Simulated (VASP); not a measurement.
# InSe (C2/m) in VASP: single point with PBE

Aim: the single point of InSe with PBE.

All numbers are computed with VASP 6.6.1; they aren't measurements. Logs are shortened: lines on timing, memory, paths and dates and some standing lists are left out, and cuts for length are marked.

## (1) The cell of the first run

The structure is monoclinic, space group C2/m (No. 12). The conventional cell has a = 11.736 Å, b = 4.110 Å, c = 4.610 Å, α = 90.00°, β = 110.30°, γ = 90.00°. In (site symmetry m) has 3 Se at 2.58 to 2.78 Å and 1 In at 2.74 Å within 3.4 Å. Within 3.4 Å of Se (site symmetry m) lie 3 In at 2.58 to 2.78 Å.

## (2) Single point, PBE

INCAR

```
  PREC = Accurate
  ENCUT = 520
  EDIFF = 1E-6
  ISMEAR = -1
  SIGMA = 0.02
  LREAL = False
  LASPH = True
  NELM = 80
  ALGO = Normal
  ISIF = 2
  LWAVE = False
  LCHARG = False
  GGA = PE
  NBANDS = 27
```

KPOINTS

```
Automatic mesh
0
Gamma
  8 8 7
```

POSCAR

```
InSe
1.0
    5.8679026766     -2.0550000000      0.0000000000
    5.8679026766      2.0550000000      0.0000000000
   -1.5994156962      0.0000000000      4.3236564064
In Se
2 2
Direct
    0.8840000000      0.8840000000      0.0050000000
    0.1160000000      0.1160000000      0.9950000000
    0.6600000000      0.6600000000      0.6420000000
    0.3400000000      0.3400000000      0.3580000000
```

Potentials or basis: VASP PAW PBE potentials, release 64 (In_d, Se).

Started as:

```console
> cat potpaw_PBE.64/In_d/POTCAR potpaw_PBE.64/Se/POTCAR > POTCAR
> mpirun -np 1 vasp_std > vasp.out
```

OUTCAR:

```text
PREC = Accurate
   ENCUT = 520
   EDIFF = 1E-6
   ISMEAR = -1
   LREAL = False
   LASPH = True
   NELM = 80
   ISIF = 2
   GGA = PE

 ion  position               nearest neighbor table
   1  0.884  0.884  0.005-   3 2.58   2 2.74   4 2.78   4 2.78   2 3.74   2 3.74
   2  0.116  0.116  0.995-   4 2.58   1 2.74   3 2.78   3 2.78   1 3.74   1 3.74
   3  0.660  0.660  0.642-   1 2.58   2 2.78   2 2.78
   4  0.340  0.340  0.358-   2 2.58   1 2.78   1 2.78

  LATTYP: Found a base centered monoclinic cell.
 ALAT       =    11.7358053532
 B/A-ratio  =     0.3502103074
 C/A-ratio  =     0.3928152938
 COS(beta)  =    -0.3469445484

  Lattice vectors:

 A1 = (   5.8679026766,  -2.0550000000,   0.0000000000)
 A2 = (   5.8679026766,   2.0550000000,   0.0000000000)
 A3 = (  -1.5994156962,   0.0000000000,   4.3236564064)

Analysis of symmetry for initial positions (statically):
=====================================================================
 Subroutine PRICEL returns:
 Original cell was already a primitive cell.

 Routine SETGRP: Setting up the symmetry group for a
 base centered monoclinic supercell.

 Subroutine GETGRP returns: Found  4 space group operations
 (whereof  4 operations were pure point group operations)
 out of a pool of  4 trial point group operations.

The static configuration has the point symmetry C_2h.

Analysis of symmetry for dynamics (positions and initial velocities):
=====================================================================
 Subroutine PRICEL returns:
 Original cell was already a primitive cell.

 Routine SETGRP: Setting up the symmetry group for a
 base centered monoclinic supercell.

 Subroutine GETGRP returns: Found  4 space group operations
 (whereof  4 operations were pure point group operations)
 out of a pool of  4 trial point group operations.

The dynamic configuration has the point symmetry C_2h.

 Subroutine INISYM returns: Found  4 space group operations
 (whereof  4 operations are pure point group operations),
 and found     1 'primitive' translations

----------------------------------------------------------------------------------------

                                     Primitive cell

  volume of cell :     104.2740

  direct lattice vectors                    reciprocal lattice vectors
     5.867902677 -2.055000000  0.000000000     0.085209321 -0.243309002  0.031520804
     5.867902677  2.055000000  0.000000000     0.085209321  0.243309002  0.031520804
    -1.599415696  0.000000000  4.323656406     0.000000000  0.000000000  0.231285723

  length of vectors
     6.217339208  6.217339208  4.610003828     0.259718039  0.259718039  0.231285723

  position of ions in fractional coordinates (direct lattice)
     0.884000000  0.884000000  0.005000000
     0.116000000  0.116000000  0.995000000
     0.660000000  0.660000000  0.642000000
     0.340000000  0.340000000  0.358000000

  ion indices of the primitive-cell ions
   primitive index   ion index
                 1           1
                 2           2
                 3           3
                 4           4

----------------------------------------------------------------------------------------

 KPOINTS: Automatic mesh

Automatic generation of k-mesh.
 Grid dimensions read from file:
 generate k-points for:    8    8    7

 Generating k-lattice:

  Cartesian coordinates                     Fractional coordinates (reciprocal lattice)
     0.010651165 -0.030413625  0.003940100     0.125000000 -0.000000000  0.000000000
     0.010651165  0.030413625  0.003940100    -0.000000000  0.125000000  0.000000000
     0.000000000  0.000000000  0.033040818     0.000000000  0.000000000  0.142857143

  Length of vectors
     0.032464755  0.032464755  0.033040818

  Shift w.r.t. Gamma in fractional coordinates (k-lattice)
     0.000000000  0.000000000  0.000000000

 Subroutine IBZKPT returns following result:
 ===========================================

 Found    129 irreducible k-points:

 Following reciprocal coordinates:
            Coordinates               Weight
  0.000000  0.000000  0.000000      1.000000
  0.125000  0.000000 -0.000000      4.000000
  0.250000  0.000000 -0.000000      4.000000
  0.375000  0.000000 -0.000000      4.000000
  0.500000  0.000000 -0.000000      2.000000
  0.125000  0.125000 -0.000000      2.000000
[... 16 lines left out ...]
  0.125000  0.000000  0.142857      4.000000
  0.250000  0.000000  0.142857      4.000000
 [... further k-points ...]
   k-points           NKPTS =    129   k-points in BZ     NKDIM =    129   number of bands    NBANDS=     27
   number of dos      NEDOS =    301   number of ions     NIONS =      4
   total plane-waves  NPLWV =  82944
   dimension x,y,z NGX =    48 NGY =   48 NGZ =   36
   dimension x,y,z NGXF=    96 NGYF=   96 NGZF=   72
   ions per type =               2   2
   NGX,Y,Z   is equivalent  to a cutoff of  12.83, 12.83, 12.98 a.u.
   NGXF,Y,Z  is equivalent  to a cutoff of  25.67, 25.67, 25.96 a.u.
 SYSTEM =  unknown system
   PREC   = accura    normal or accurate (medium, high low for compatibility)
   ISTART =      0    job   : 0-new  1-cont  2-samecut
   ICHARG =      2    charge: 1-file 2-atom 10-const
   ISPIN  =      1    spin polarized calculation?
   LNONCOLLINEAR =      F non collinear calculations
   LSORBIT =      F    spin-orbit coupling
   LASPH  =      T    aspherical Exc in radial PAW
   ENCUT  =  520.0 eV  38.22 Ry    6.18 a.u.  11.56 11.56  8.57*2*pi/ulx,y,z
   NELM   =     80;   NELMIN=  2; NELMDL= -5     # of ELM steps
   EDIFF  = 0.1E-05   stopping-criterion for ELM
   LREAL  =      F    real-space projection
   EDIFFG = 0.1E-04   stopping-criterion for IOM
   NSW    =      0    number of steps for IOM
   IBRION =     -1    ionic relax: 0-MD 1-quasi-New 2-CG
   NFREE  =      0    steps in history (QN), initial steepest desc. (CG)
   ISIF   =      2    stress and relaxation
   ISYM   =      2    0-nonsym 1-usesym 2-fastsym
   POTIM  = 0.5000    time-step for ionic-motion
   TEBEG  =    0.0;   TEEND  =   0.0 temperature during run
   PSTRESS=    0.0 pullay stress
   NELECT =      38.0000    total number of electrons
   NUPDOWN=      -1.0000    fix difference up-down
   EMIN   =  10.00;   EMAX   =-10.00  energy-range for DOS
   EFERMI =   0.00;   METHOD = LEGACY
   ISMEAR =    -1;   SIGMA  =   0.02  broadening in eV -4-tet -1-fermi 0-gaus
   EFERMI_NEDOS =   21; number of points for ismear=-14 and -15
   IALGO  =     38    algorithm
   IMIX   =      4    mixing-type and parameters
     AMIX     =   0.40;   BMIX     =  1.00
     AMIX_MAG =   1.60;   BMIX_MAG =  1.00
  volume/ion in A,a.u.               =      26.07       175.92
  Fermi-wavevector in a.u.,A,eV,Ry     =   1.169349  2.209749 18.604287  1.367377
  Thomas-Fermi vector in A             =   2.305823
   LORBIT       =      0    0 simple, 1 ext, 2 COOP (PROOUT), +10 PAW based schemes
   GGA     = PE    functional components
   LHFCALC =     F    Hartree Fock is set to
   AEXX    =    0.0000 exact exchange contribution
   IVDW    =     0    specifies the selected vdW correction
   LEPSILON=     F    determine dielectric tensor
   LRPA    =     F    only Hartree local field effects (RPA)
 non-spin polarized calculation
  energy-cutoff  :      520.00
  volume of cell :      104.27
 maximum number of plane-waves:      2833
 NGX is ok and might be reduce to    48
   NGX = 23   NGY = 23   NGZ = 17

 number of electron      38.0000002 magnetization

 Free energy of the ion-electron system (eV)
  ---------------------------------------------------
  ext. energy  EPLUGINS =         0.00000000
  ---------------------------------------------------
  free energy    TOTEN  =       -13.89003941 eV

  energy without entropy =      -13.89003941  energy(sigma->0) =      -13.89003941

 E-fermi :   5.2187     XC(G=0):  -9.5812

 val. band max:        4.8401001103   @ k =  -0.2500  -0.2500   0.2857
 cond. band min:       5.8565992889   @ k =   0.3750   0.3750  -0.0000
 fundamental gap:      1.0164991786
 Fermi energy:         5.2186504509

 k-point     1 :       0.0000    0.0000    0.0000
  band No.  band energies     occupation
      1      -9.7780      2.00000
      2      -9.7386      2.00000
      3      -9.4429      2.00000
      4      -9.4275      2.00000
      5      -9.3871      2.00000
      6      -9.3831      2.00000
[... 19 lines left out ...]
     26      11.9580      0.00000
     27      13.5902      0.00000

 k-point     2 :       0.1250    0.0000   -0.0000
  band No.  band energies     occupation
      1      -9.7798      2.00000
      2      -9.7293      2.00000
      3      -9.4740      2.00000
      4      -9.4231      2.00000
      5      -9.3983      2.00000
      6      -9.3750      2.00000
[... 19 lines left out ...]
     26      11.9704      0.00000
     27      13.5240      0.00000

 k-point     3 :       0.2500    0.0000   -0.0000
  band No.  band energies     occupation
      1      -9.7802      2.00000
      2      -9.7153      2.00000
      3      -9.5203      2.00000
      4      -9.4386      2.00000
      5      -9.4027      2.00000
      6      -9.3811      2.00000
[... 19 lines left out ...]
     26      12.0792      0.00000
     27      12.9720      0.00000

 k-point     4 :       0.3750    0.0000   -0.0000
  band No.  band energies     occupation
      1      -9.7781      2.00000
      2      -9.7136      2.00000
      3      -9.5325      2.00000
      4      -9.4775      2.00000
      5      -9.3917      2.00000
      6      -9.3896      2.00000
[... 19 lines left out ...]
     26      12.6743      0.00000
     27      13.2243      0.00000
[... 516 lines left out ...]
      4      -9.4227      2.00000
      5      -9.3872      2.00000
      6      -9.3857      2.00000
[... 19 lines left out ...]
     26      11.9901      0.00000
     27      12.9770      0.00000

 k-point    23 :       0.1250    0.0000    0.1429
  band No.  band energies     occupation
      1      -9.7848      2.00000
      2      -9.7305      2.00000
      3      -9.4735      2.00000
      4      -9.4159      2.00000
      5      -9.4002      2.00000
      6      -9.3737      2.00000
[... 19 lines left out ...]
     26      11.4127      0.00000
     27      13.3870      0.00000

 k-point    24 :       0.2500    0.0000    0.1429
  band No.  band energies     occupation
      1      -9.7857      2.00000
      2      -9.7210      2.00000
      3      -9.5195      2.00000
      4      -9.4334      2.00000
      5      -9.4012      2.00000
      6      -9.3871      2.00000
[... 19 lines left out ...]
     26      11.8112      0.00000
     27      12.6971      0.00000

 [... further k-points ...]
[... 5 lines left out ...]
  --------------------------------------------------------------------------------------
  -------------------------------------------------------------------------------------
  Total        3.5134804      0.8891139      1.4405641      0.0000000      0.0000000      1.5182826
  in kB       53.9848897     13.6613025     22.1343760      0.0000000      0.0000000     23.3285255
  external PRESSURE =      29.9268561 kB  Pullay stress =       0.0000000 kB

 VOLUME and BASIS-vectors are now :
 -----------------------------------------------------------------------------
  energy-cutoff  :      520.00
  volume of cell :      104.27
      direct lattice vectors                 reciprocal lattice vectors
     5.867902677 -2.055000000  0.000000000     0.085209321 -0.243309002  0.031520804
     5.867902677  2.055000000  0.000000000     0.085209321  0.243309002  0.031520804
    -1.599415696  0.000000000  4.323656406     0.000000000  0.000000000  0.231285723

 POSITION                                       TOTAL-FORCE (eV/Angst)
 -----------------------------------------------------------------------------------
     10.36645      0.00000      0.02162        -0.112009      0.000000      0.523075
     -0.23007      0.00000      4.30204         0.112009      0.000000     -0.523075
      6.71881      0.00000      2.77579        -0.763234      0.000000     -0.162525
      3.41758      0.00000      1.54787         0.763234      0.000000      0.162525
 -----------------------------------------------------------------------------------
    total drift:                               -0.000000     -0.000000      0.000000

  FREE ENERGIE OF THE ION-ELECTRON SYSTEM (eV)
  ---------------------------------------------------
  free  energy   TOTEN  =       -13.8900394148 eV

  energy  without entropy=      -13.8900394147  energy(sigma->0) =      -13.89003941
```

It took 12 min on 1 thread of Intel Xeon 8259CL, shared host; peak memory 0.49 GiB.

What came out:

```yaml
Free_energy: -13.8900 eV
Pressure: 3.0 GPa
Largest_force: 0.780 eV/Å
Band_gap_on_the_k_mesh: 1.02 eV, indirect (least direct gap 1.43 eV)
```

Forces on the atoms (eV/Å):
```
In  -0.112  0.000  0.523
In   0.112  0.000 -0.523
Se  -0.763  0.000 -0.163
Se   0.763  0.000  0.163
```

Stress tensor (GPa, compression positive):
```
5.40 0.00 2.33
0.00 1.37 0.00
2.33 0.00 2.21
```

Caveat: spin-orbit coupling is left out, which moves the levels of the heavy elements.
